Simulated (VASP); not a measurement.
# S (Im-3m) in VASP: a series of runs, part 3 of 3

VASP 6.6.1. Earlier steps stand in the parts before.

## (6) Relaxation of cell and atoms, PBE+D4

This run uses another cell than the first one, of 18.46 Å³/atom, 1.431 times its volume.

Contents of INCAR:

```
  PREC = Accurate
  ENCUT = 600
  EDIFF = 1E-7
  ISMEAR = -1
  SIGMA = 0.05
  LREAL = False
  LASPH = True
  NELM = 60
  ALGO = Normal
  ISIF = 3
  LWAVE = False
  LCHARG = False
  GGA = PE
  IVDW = 13
  IBRION = 2
  NSW = 80
  EDIFFG = -0.03
```

Contents of KPOINTS:

```
Automatic mesh
0
Gamma
  18 18 18
```

Contents of POSCAR:

```
S
1.0
    1.6650000000      1.6650000000      1.6650000000
   -1.6650000000      1.6650000000      1.6650000000
   -1.6650000000     -1.6650000000      1.6650000000
S
1
Direct
    0.0000000000      0.0000000000      0.0000000000
```

Potentials or basis: VASP PAW PBE potentials, release 64 (S).

On the command line:

```bash
$ cat potpaw_PBE.64/S/POTCAR > POTCAR
$ mpirun -np 1 vasp_std > vasp.out
```

OUTCAR:

```text
PREC = Accurate
   ENCUT = 600
   EDIFF = 1E-7
   ISMEAR = -1
   LREAL = False
   LASPH = True
   NELM = 60
   ISIF = 3
   GGA = PE
   IVDW = 13
   IBRION = 2
   NSW = 80
   EDIFFG = -0.03

 ion  position               nearest neighbor table
   1  0.000  0.000  0.000-

  LATTYP: Found a body centered cubic cell.
 ALAT       =     3.3300000000

  Lattice vectors:

 A1 = (   1.6650000000,  -1.6650000000,  -1.6650000000)
 A2 = (   1.6650000000,   1.6650000000,   1.6650000000)
 A3 = (  -1.6650000000,  -1.6650000000,   1.6650000000)

Analysis of symmetry for initial positions (statically):
=====================================================================
 Subroutine PRICEL returns:
 Original cell was already a primitive cell.

 Routine SETGRP: Setting up the symmetry group for a
 body centered cubic supercell.

 Subroutine GETGRP returns: Found 48 space group operations
 (whereof 48 operations were pure point group operations)
 out of a pool of 48 trial point group operations.

The static configuration has the point symmetry O_h .

Analysis of symmetry for dynamics (positions and initial velocities):
=====================================================================
 Subroutine PRICEL returns:
[... 142 lines left out ...]
 maximum number of plane-waves:       632
   NGX = 11   NGY = 11   NGZ = 11

--------------------------------------- Ionic step        1  -------------------------------------------

 number of electron       6.0000001 magnetization

 Free energy of the ion-electron system (eV)
  ---------------------------------------------------
  ext. energy  EPLUGINS =         0.00000000
  ---------------------------------------------------
  free energy    TOTEN  =        -2.91598942 eV

  energy without entropy =       -2.91015065  energy(sigma->0) =       -2.91307003

------------------------ aborting loop because EDIFF is reached ----------------------------------------

  DFT-D4 for vdW energy calculation

  Edisp (eV):   -0.35107
[... 69 lines left out ...]
--------------------------------------- Ionic step        3  -------------------------------------------

 number of electron       5.9999999 magnetization

 Free energy of the ion-electron system (eV)
  ---------------------------------------------------
  ext. energy  EPLUGINS =         0.00000000
  ---------------------------------------------------
  free energy    TOTEN  =        -3.00106893 eV

  energy without entropy =       -2.99654899  energy(sigma->0) =       -2.99880896

 E-fermi :   8.3343     XC(G=0): -11.4049

 val. band max:        8.3043727464   @ k =   0.0556   0.2222   0.0556
 cond. band min:       8.3380502130   @ k =   0.1111   0.5000   0.1111
 fundamental gap:      0.0336774666
 Fermi energy:         8.3342500770

 k-point     1 :       0.0000    0.0000    0.0000
  band No.  band energies     occupation
      1      -9.0205      2.00000
      2      11.6917      0.00000
      3      11.6917      0.00000
      4      11.6917      0.00000
      5      20.6373      0.00000
      6      20.6373      0.00000
      7      20.6373      0.00000
[... 221 lines left out ...]
 k-point    24 :       0.5000    0.1111    0.0000
  band No.  band energies     occupation
      1      -4.4341      2.00000
      2       1.2237      2.00000
      3       7.3526      2.00000
      4      10.0654      0.00000
      5      16.7232      0.00000
      6      18.1869      0.00000
      7      24.9587      0.00000

 [... further k-points ...]

------------------------ aborting loop because EDIFF is reached ----------------------------------------

  DFT-D4 for vdW energy calculation

  Edisp (eV):   -0.42223
[... 24 lines left out ...]
  FREE ENERGIE OF THE ION-ELECTRON SYSTEM (eV)
  ---------------------------------------------------
  free  energy   TOTEN  =        -3.4233019022 eV

  energy  without entropy=       -3.4187819641  energy(sigma->0) =       -3.42104193

 reached required accuracy - stopping structural energy minimisation
```

OSZICAR:

```text
N       E                     dE             d eps       ncg     rms          rms(c)
DAV:   1     0.107002086269E+02    0.10700E+02   -0.31201E+03  2751   0.797E+02
DAV:   2    -0.267670150266E+01   -0.13377E+02   -0.12840E+02  3892   0.879E+01
DAV:   3    -0.291778674632E+01   -0.24109E+00   -0.23927E+00  3423   0.131E+01
[... 23 lines left out ...]
DAV:   2    -0.300122433319E+01    0.44441E-03   -0.51436E-04  3339   0.193E-01    0.982E-02
DAV:   3    -0.300107199723E+01    0.15234E-03   -0.45467E-04  2807   0.139E-01    0.368E-02
DAV:   4    -0.300106991845E+01    0.20788E-05   -0.19910E-06  4193   0.143E-02    0.126E-02
DAV:   5    -0.300106901470E+01    0.90376E-06   -0.12379E-07  2702   0.291E-03    0.219E-03
DAV:   6    -0.300106892627E+01    0.88430E-07   -0.30445E-09  1638   0.566E-04
   3 F= -.34233019E+01 E0= -.34210419E+01  d E =-.156245E+00
```

It took 27 s on 1 thread of AMD EPYC 9R45 (Zen 5), shared host; peak memory 0.12 GiB.

What came out:

| Property | Result |
| --- | --- |
| Free energy | -3.4233 eV |
| Relaxed volume | 15.05 Å³/atom |
| Relaxed cell | a = 2.694 Å, b = 2.694 Å, c = 2.694 Å, α = 70.53°, β = 109.47°, γ = 70.53° |
| Space group after relaxing (to 0.05 Å) | Im-3m (No. 229) |
| Energy gained by relaxing | 156.2 meV/atom |
| Ionic steps | 3 |
| Pressure after relaxing | 0.0 GPa |
| Band gap on the k mesh | zero (band 3 reaches 11.69 eV, above the bottom of band 4 at 4.58 eV) |
| Dispersion energy per atom | -0.422 eV |

The path:
```tsv
step	energy change (eV)	largest force (eV/Å)	pressure (GPa)	volume (Å³)
1	0.0000	0.0000	-12.20	18.46
2	-0.1560	0.0000	0.66	14.96
3	-0.1562	0.0000	0.03	15.05
```

Final structure:
```cif
data_structure
_symmetry_space_group_name_H-M 'P 1'
_symmetry_Int_Tables_number 1
_cell_length_a 2.6942
_cell_length_b 2.6942
_cell_length_c 2.6942
_cell_angle_alpha 70.529
_cell_angle_beta 109.471
_cell_angle_gamma 70.529
_cell_volume 15.05
loop_
_atom_site_label
_atom_site_type_symbol
_atom_site_fract_x
_atom_site_fract_y
_atom_site_fract_z
_atom_site_occupancy
S1 S 0.00000 0.00000 0.00000 1
```

Caveat: the volume moved by over 15 % at a fixed basis, so the end points are rough; pairwise dispersion overbinds metals, which lowers pressure and volume.

## (7) Overview

| task | cell | cutoff (eV) | gap on the mesh (eV) | pressure (GPa) |
| --- | --- | --- | --- | --- |
| single point | a = 2.559 Å, angles 70.5, 109.5, 70.5°, 1 atom | 520 | none | 19.7 |
| single point | a = 2.617 Å, angles 70.5, 109.5, 70.5°, 1 atom | 520 | none | 9.7 |
| single point | a = 2.652 Å, angles 70.5, 109.5, 70.5°, 1 atom | 520 | none | 4.8 |
| single point | a = 2.696 Å, angles 70.5, 109.5, 70.5°, 1 atom | 520 | none | -0.2 |
| relaxation of cell and atoms | relaxed from a = 2.884 Å, angles 70.5, 109.5, 70.5°, 1 atom | 600 | none | 0.0 |

Alike in all rows: level PBE+D4; potentials or basis VASP PAW PBE potentials, release 64 (S); no spin polarisation; k mesh 18 × 18 × 18; smearing fermi-dirac 0.05 eV.

Caveats: pairwise dispersion overbinds metals, which lowers pressure and volume; the volume moved by over 15 % at a fixed basis, so the end points are rough (some runs).

Absolute energies hang on the potentials; compare differences alone.
